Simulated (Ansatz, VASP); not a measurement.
SiO2 in VASP and in Ansatz

```
Si O
1.0
    -4.01826    4.01826    4.01826
     4.01826   -4.01826    4.01826
     4.01826    4.01826   -4.01826
Si O
8 16
Direct
  0.50000 0.00000 0.77201
  0.27201 0.27201 0.27201
  0.50000 0.00000 0.22799
  0.72799 0.72799 0.72799
  0.77201 0.50000 0.00000
  0.00000 0.22799 0.50000
  0.22799 0.50000 0.00000
  0.00000 0.77201 0.50000
  0.70637 0.95637 0.75000
  0.75000 0.70637 0.95637
  0.79363 0.54363 0.25000
  0.75000 0.20637 0.45637
  0.04363 0.25000 0.29363
  0.50000 0.00000 0.00000
  0.25000 0.79363 0.54363
  0.45637 0.75000 0.20637
  0.29363 0.04363 0.25000
  0.20637 0.45637 0.75000
  0.95637 0.75000 0.70637
  0.50000 0.50000 0.50000
  0.25000 0.29363 0.04363
  0.00000 0.50000 0.00000
  0.00000 0.00000 0.50000
  0.54363 0.25000 0.79363
```

Alike in both runs: functional LDA; k mesh 4 × 4 × 4; occupations gaussian, width 0.02 eV; no spin polarisation.

Ansatz relaxed the structure, and its values are those at the end. VASP's run is a single point on that final structure, the one shown.

|  | VASP | Ansatz |
| --- | --- | --- |
| version | VASP 6.6.1 | Ansatz 0.2.0 |
| potentials or method | VASP PAW LDA potentials, release 64 (Si, O), cutoff 520 eV | scalar-relativistic, plane waves, PAW |
| valence electrons in the cell | 128 | 128 |

```csv
,VASP,Ansatz,Ansatz less VASP
gap on the k mesh at the Fermi level (eV),6.23,6.22,-0.010
least direct gap on the mesh (eV),6.35,6.34,-0.009
pressure (GPa),7.6,6.7,-0.87
rms of the force components (eV/Å),0.026,0.003,-0.0230
```

LDA's correlation is that of Perdew and Zunger in VASP and of Perdew and Wang (1992) in Ansatz. Ansatz's warnings: stress scf threshold loose.
